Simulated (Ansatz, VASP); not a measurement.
ZnS in VASP and in Ansatz

```xyz
2
Lattice="0.0000 2.6941 2.6941 2.6941 0.0000 2.6941 2.6941 2.6941 0.0000" Properties=species:S:1:pos:R:3 pbc="T T T"
Zn    1.3470    1.3470    1.3470
S     0.0000    0.0000    0.0000
```

Alike in both runs: task single point; functional r2SCAN; k mesh 6 × 6 × 6; no spin polarisation.

```csv
,VASP,Ansatz
version,VASP 6.6.1,Ansatz 0.2.0
potentials or method,"VASP PAW PBE potentials, release 64 (Zn, S)","plane waves, PAW"
plane-wave cutoff (eV),550,500
occupations,"gaussian, width 0.01 eV",fixed
valence electrons in the cell,18,18
```

VASP gave:

| Item | Value |
| --- | --- |
| gap on the k mesh at the Fermi level (eV) | 2.72 |
| pressure (GPa) | 0.0 |

Problem. What did Ansatz give for the same quantities?

Solution. gap on the k mesh at the Fermi level (eV): 2.70; pressure (GPa): 0.1.

VASP's potentials were made for PBE, not for r2SCAN.
